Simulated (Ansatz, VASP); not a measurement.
One calculation of LaSb2Au, two programs

```
La Sb Au
1.0
     4.47509    0.00000    0.00000
     0.00000    4.47509    0.00000
     0.00000    0.00000   10.52392
La Sb Au
2 4 2
Direct
  0.50000 0.00000 0.75315
  0.00000 0.50000 0.24685
  0.50000 0.00000 0.16940
  0.00000 0.50000 0.83060
  0.00000 0.00000 0.50000
  0.50000 0.50000 0.50000
  0.00000 0.00000 0.00000
  0.50000 0.50000 0.00000
```

Alike in both runs: task single point; functional LDA; k mesh 6 × 6 × 3; no spin polarisation.

|  | VASP | Ansatz |
| --- | --- | --- |
| version | VASP 6.6.1 | Ansatz 0.2.0 |
| potentials or method | VASP PAW LDA potentials, release 64 (La, Sb, Au), cutoff 520 eV | plane waves, PAW |
| occupations | fermi-dirac, width 0.1 eV | fermi-dirac |
| valence electrons in the cell | 64 | 120 |

|  | VASP | Ansatz | Ansatz less VASP |
| --- | --- | --- | --- |
| pressure (GPa) | -4.4 | -4.5 | -0.11 |

LDA's correlation is that of Perdew and Zunger in VASP and of Perdew and Wang (1992) in Ansatz. VASP's potentials hold 64 valence electrons a cell and Ansatz's 120, so a difference there can come from the potentials and not from the codes.

Spin-orbit coupling is off throughout.
